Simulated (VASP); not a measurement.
# TiCo (Pm-3m) in VASP: single point with PBE

Aim: the single point of TiCo with PBE.

Everything below comes from runs of VASP 6.6.1. Logs are shortened: lines on timing, memory, paths and dates and some standing lists are left out, and cuts for length are marked.

## (1) The cell of the first run

It takes space group Pm-3m (No. 221, cubic). The conventional cell has a = 2.986 Å, b = 2.986 Å, c = 2.986 Å, α = 90.00°, β = 90.00°, γ = 90.00°. Ti (site symmetry m-3m) has 8 Co at 2.59 Å and 6 Ti at 2.99 Å within 3.4 Å. Within 3.4 Å of Co (site symmetry m-3m) lie 8 Ti at 2.59 Å and 6 Co at 2.99 Å.

## (2) Single point, PBE, collinear spin, ferrimagnetic start

The input, POSCAR:

```
TiCo
1.0
    2.9861109900      0.0000000000      0.0000000000
    0.0000000000      2.9861109900      0.0000000000
    0.0000000000      0.0000000000      2.9861109900
Ti Co
1 1
Direct
    0.0000000000      0.0000000000      0.0000000000
    0.5000000000      0.5000000000      0.5000000000
```

The input, INCAR.step1:

```
ALGO = Normal
EDIFF = 1E-6
ENCUT = 520
GGA = PE
ISIF = 2
ISMEAR = -1
ISPIN = 2
LASPH = T
LCHARG = T
LMAXMIX = 4
LREAL = F
LWAVE = F
MAGMOM = -1 2
NBANDS = 22
NELM = 150
PREC = Accurate
SIGMA = 0.03
```

The input, KPOINTS.step1:

```
k-points
0
Gamma
  13 13 13
```

The input, INCAR.step2:

```
ALGO = Normal
EDIFF = 1E-6
ENCUT = 520
GGA = PE
ICHARG = 11
ISIF = 2
ISMEAR = -5
ISPIN = 2
LASPH = T
LCHARG = F
LMAXMIX = 4
LORBIT = 10
LREAL = F
LWAVE = F
MAGMOM = -1 2
NEDOS = 2001
NELM = 150
PREC = Accurate
SIGMA = 0.03
```

The input, KPOINTS.step2:

```
k-points
0
Gamma
  20 20 20
```

Potentials or basis: VASP PAW PBE potentials, release 64 (Ti_sv, Co).

Run with:

```console
$ cat potpaw_PBE.64/Ti_sv/POTCAR potpaw_PBE.64/Co/POTCAR > POTCAR
$ cp INCAR.step1 INCAR
$ cp KPOINTS.step1 KPOINTS
$ mpirun -np 1 vasp_std > vasp.out
$ cp INCAR.step2 INCAR
$ cp KPOINTS.step2 KPOINTS
$ mpirun -np 1 vasp_std > vasp.out
```

OUTCAR:

```text
EDIFF = 1E-6
   ENCUT = 520
   GGA = PE
   ICHARG = 11
   ISIF = 2
   ISMEAR = -5
   ISPIN = 2
   LASPH = T
   LORBIT = 10
   LREAL = F
   NELM = 150
   PREC = Accurate

 ion  position               nearest neighbor table
   1  0.000  0.000  0.000-   2 2.59   2 2.59   2 2.59   2 2.59   2 2.59   2 2.59   2 2.59   2 2.59

   2  0.500  0.500  0.500-   1 2.59   1 2.59   1 2.59   1 2.59   1 2.59   1 2.59   1 2.59   1 2.59

  LATTYP: Found a simple cubic cell.
 ALAT       =     2.9861109900

  Lattice vectors:

 A1 = (   2.9861109900,   0.0000000000,   0.0000000000)
 A2 = (   0.0000000000,   2.9861109900,   0.0000000000)
 A3 = (   0.0000000000,   0.0000000000,   2.9861109900)

Analysis of symmetry for initial positions (statically):
=====================================================================
 Subroutine PRICEL returns:
 Original cell was already a primitive cell.

 Routine SETGRP: Setting up the symmetry group for a
 simple cubic supercell.

 Subroutine GETGRP returns: Found 48 space group operations
 (whereof 48 operations were pure point group operations)
 out of a pool of 48 trial point group operations.

The static configuration has the point symmetry O_h .

Analysis of symmetry for dynamics (positions and initial velocities):
=====================================================================
 Subroutine PRICEL returns:
 Original cell was already a primitive cell.

 Routine SETGRP: Setting up the symmetry group for a
 simple cubic supercell.

 Subroutine GETGRP returns: Found 48 space group operations
 (whereof 48 operations were pure point group operations)
 out of a pool of 48 trial point group operations.

The dynamic configuration has the point symmetry O_h .

Analysis of structural, dynamic, and magnetic symmetry:
=====================================================================
 Subroutine PRICEL returns:
 Original cell was already a primitive cell.

 Routine SETGRP: Setting up the symmetry group for a
 simple cubic supercell.

 Subroutine GETGRP returns: Found 48 space group operations
 (whereof 48 operations were pure point group operations)
 out of a pool of 48 trial point group operations.

The overall configuration has the point symmetry O_h .

 Subroutine INISYM returns: Found 48 space group operations
 (whereof 48 operations are pure point group operations),
 and found     1 'primitive' translations

----------------------------------------------------------------------------------------

                                     Primitive cell

  volume of cell :      26.6267

  direct lattice vectors                    reciprocal lattice vectors
     2.986110990  0.000000000  0.000000000     0.334883735  0.000000000  0.000000000
     0.000000000  2.986110990  0.000000000     0.000000000  0.334883735  0.000000000
[... 141 lines left out ...]

 spin component 1

 k-point     1 :       0.0000    0.0000    0.0000
  band No.  band energies     occupation
      1     -47.2269      1.00000
      2     -23.3189      1.00000
      3     -23.3189      1.00000
      4     -23.3189      1.00000
      5       2.2417      1.00000
      6       5.7405      1.00000
      7       5.7405      1.00000
      8       8.0401      1.00000
      9       8.0401      1.00000
     10       8.0401      1.00000
     11      10.3931      0.00000
     12      10.3931      0.00000
     13      12.5897      0.00000
     14      12.5897      0.00000
[... 403 lines left out ...]
      4     -23.3090      1.00000
      5       3.1905      1.00000
      6       6.0834      1.00000
      7       6.1415      1.00000
      8       7.8923      1.00000
      9       7.9476      1.00000
     10       8.2063      1.00000
     11      10.1338      0.00000
     12      10.4439      0.00000
     13      11.5087      0.00000
     14      11.6391      0.00000
     15      12.4735      0.00000

 [... further k-points ...]

 spin component 2

 k-point     1 :       0.0000    0.0000    0.0000
  band No.  band energies     occupation
      1     -47.2393      1.00000
      2     -23.3323      1.00000
      3     -23.3323      1.00000
      4     -23.3323      1.00000
      5       2.2355      1.00000
      6       6.4259      1.00000
      7       6.4260      1.00000
      8       8.6033      1.00000
      9       8.6033      1.00000
     10       8.6033      1.00000
     11      10.9628      0.00000
     12      10.9629      0.00000
     13      12.6848      0.00000
     14      12.6848      0.00000
[... 403 lines left out ...]
      4     -23.3223      1.00000
      5       3.1878      1.00000
      6       6.8079      1.00000
      7       6.8753      1.00000
      8       8.4356      1.00000
      9       8.5192      1.00000
     10       8.8184      1.00000
     11      10.5912      0.00000
     12      11.0405      0.00000
     13      11.5721      0.00000
     14      11.6688      0.00000
     15      12.5734      0.00000

 [... further k-points ...]

------------------------ aborting loop because EDIFF is reached ----------------------------------------

  FORCE on cell =-STRESS in cart. coord.  units (eV):
  Direction    XX          YY          ZZ          XY          YZ          ZX
  --------------------------------------------------------------------------------------
  -------------------------------------------------------------------------------------
  Total       -0.2555717     -0.2555717     -0.2555717      0.0000000      0.0000000     -0.0000000
  in kB      -15.3782018    -15.3782018    -15.3782018      0.0000000      0.0000000     -0.0000000
  external PRESSURE =     -15.3782018 kB  Pullay stress =       0.0000000 kB

 VOLUME and BASIS-vectors are now :
 -----------------------------------------------------------------------------
  energy-cutoff  :      520.00
  volume of cell :       26.63
      direct lattice vectors                 reciprocal lattice vectors
     2.986110990  0.000000000  0.000000000     0.334883735  0.000000000  0.000000000
     0.000000000  2.986110990  0.000000000     0.000000000  0.334883735  0.000000000
     0.000000000  0.000000000  2.986110990     0.000000000  0.000000000  0.334883735

 POSITION                                       TOTAL-FORCE (eV/Angst)
 -----------------------------------------------------------------------------------
      0.00000      0.00000      0.00000         0.000000      0.000000      0.000000
      1.49306      1.49306      1.49306         0.000000      0.000000      0.000000
 -----------------------------------------------------------------------------------
    total drift:                                0.000000      0.000000     -0.000000

  FREE ENERGIE OF THE ION-ELECTRON SYSTEM (eV)
  ---------------------------------------------------
  free  energy   TOTEN  =       -15.6750952954 eV

  energy  without entropy=      -15.6750952954  energy(sigma->0) =      -15.67509530

 total charge

# of ion       s       p       d       tot
------------------------------------------
    1        2.248   6.181   1.857  10.286
    2        0.526   0.463   7.296   8.285
--------------------------------------------------
tot          2.774   6.644   9.153  18.571

 magnetization (x)

# of ion       s       p       d       tot
------------------------------------------
    1       -0.002  -0.013  -0.015  -0.030
    2        0.029  -0.005   0.940   0.964
--------------------------------------------------
tot          0.027  -0.018   0.925   0.934
```

Run time: 92 s. Hardware: 1 thread of Intel Xeon Platinum 8488C (Sapphire Rapids), shared host; peak memory 0.31 GiB.

Results:

- Net moment: 0.88 μB per cell
- Site moments: Ti -0.03; Co +0.96 μB
- Valence electrons inside the program's atomic spheres: Ti 10.29; Co 8.29
